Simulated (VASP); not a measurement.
Input of a VASP 6.6.1 run:

The input INCAR:

```
PREC = Accurate
ENCUT = 520
EDIFF = 1E-6
ISMEAR = 0
SIGMA = 0.1
LREAL = False
LASPH = True
NELM = 100
ALGO = Normal
ISIF = 2
LWAVE = False
LCHARG = False
GGA = PE
NBANDS = 21
```

Contents of KPOINTS:

```
regular mesh
0
Gamma
  6 6 4
```

Contents of POSCAR:

```
MgBe2Te2O
1.0
    3.9507099966      0.0000000000      0.0000000000
   -1.9753549983      3.4214152200      0.0000000000
    0.0000000000      0.0000000000      7.7848514413
Mg Be Te O
1 2 2 1
Direct
    0.0000000000      0.0000000000      0.5000000000
    0.3333333333      0.6666666667      0.2999205891
    0.6666666667      0.3333333333      0.7000794109
    0.3333333333      0.6666666667      0.7969544455
    0.6666666667      0.3333333333      0.2030455545
    0.0000000000      0.0000000000      0.0000000000
```

Potentials or basis: VASP PAW PBE potentials, release 64 (Mg, Be, Te, O).

Launch:

```console
$ cat potpaw_PBE.64/Mg/POTCAR potpaw_PBE.64/Be/POTCAR potpaw_PBE.64/Te/POTCAR potpaw_PBE.64/O/POTCAR > POTCAR
$ mpirun -np 1 vasp_std > vasp.out
```

(1) What does it give for the band gap on the k mesh?

(2) What does it give for the largest force?

(3) What does it give for the pressure?

## Answers

(1) zero (band 12 reaches 6.03 eV, above the bottom of band 13 at 5.99 eV).

(2) 0.038 eV/Å.

(3) 0.2 GPa.

Caveat: spin-orbit coupling is left out, which moves the levels of the heavy elements.
